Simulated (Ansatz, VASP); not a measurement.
Two plane-wave programs on TiAl3

File INCAR:

```
  PREC = Accurate
  ENCUT = 520
  EDIFF = 1E-7
  ISMEAR = 0
  SIGMA = 0.15
  LREAL = False
  LASPH = True
  NELM = 100
  ALGO = Fast
  ISIF = 2
  LWAVE = False
  LCHARG = True
  GGA = PS
  LELF = True
  LVHAR = True
  NBANDS = 44
```

The input KPOINTS:

```
regular mesh
0
Gamma
  12 12 4
```

The input POSCAR:

```
TiAl3
1.0
    0.0000000000     -3.9483448101      0.0000000000
    0.0000000000      0.0000000000     -3.9483448101
   11.8450344302      0.0000000000      0.0000000000
Ti Al
3 9
Direct
    0.0000000000      1.0000000000      0.3333333333
    0.0000000000      1.0000000000      0.6666666667
    0.0000000000      1.0000000000      0.0000000000
    0.5000000000      0.0000000000      0.1666666667
    0.5000000000      0.0000000000      0.5000000000
    0.5000000000      0.0000000000      0.8333333333
    0.0000000000      0.5000000000      0.1666666667
    0.0000000000      0.5000000000      0.5000000000
    0.0000000000      0.5000000000      0.8333333333
    0.5000000000      0.5000000000      0.0000000000
    0.5000000000      0.5000000000      0.3333333333
    0.5000000000      0.5000000000      0.6666666667
```

Input for Ansatz:

```yaml
crystal:
  lattice:
    - [0.0, -3.9483448101, 0.0]
    - [0.0, 0.0, -3.9483448101]
    - [11.8450344302, 0.0, 0.0]
  atoms:
    - { symbol: Ti, position: [0.0, 1.0, 0.3333333333] }
    - { symbol: Ti, position: [0.0, 1.0, 0.6666666667] }
    - { symbol: Ti, position: [0.0, 1.0, 0.0] }
    - { symbol: Al, position: [0.5, 0.0, 0.1666666667] }
    - { symbol: Al, position: [0.5, 0.0, 0.5] }
    - { symbol: Al, position: [0.5, 0.0, 0.8333333333] }
    - { symbol: Al, position: [0.0, 0.5, 0.1666666667] }
    - { symbol: Al, position: [0.0, 0.5, 0.5] }
    - { symbol: Al, position: [0.0, 0.5, 0.8333333333] }
    - { symbol: Al, position: [0.5, 0.5, 0.0] }
    - { symbol: Al, position: [0.5, 0.5, 0.3333333333] }
    - { symbol: Al, position: [0.5, 0.5, 0.6666666667] }
basis:
  ecutwfc: 420
kpoints:
  mp_grid: { grid: [12, 12, 4] }
hamiltonian:
  xc: pbesol
scf:
  occupations: { method: gaussian, width: 0.15 }
output:
  forces: true
  stress: true
  eigenvalues: true
  write_density: true
  write_potential: true
  elf: true
  volumetric_format: npy
```

Alike in both runs: task single point; functional PBEsol; k mesh 12 × 12 × 4; occupations gaussian, width 0.15 eV; no spin polarisation.

|  | VASP | Ansatz |
| --- | --- | --- |
| version | VASP 6.6.1 | Ansatz 0.2.0 |
| potentials or method | VASP PAW PBE potentials, release 64 (Ti_sv, Al), cutoff 520 eV | scalar-relativistic, plane waves, PAW |
| valence electrons in the cell | 63 | 63 |

VASP gave:

| Item | Value |
| --- | --- |
| gap on the k mesh at the Fermi level (eV) | none |
| pressure (GPa) | 0.1 |

Q: Which values does Ansatz return?

A: gap on the k mesh at the Fermi level (eV): none; pressure (GPa): 0.0.

VASP's potentials were made for PBE, not for PBEsol. A gap of «none» marks a metal or a gap that the smearing closes.
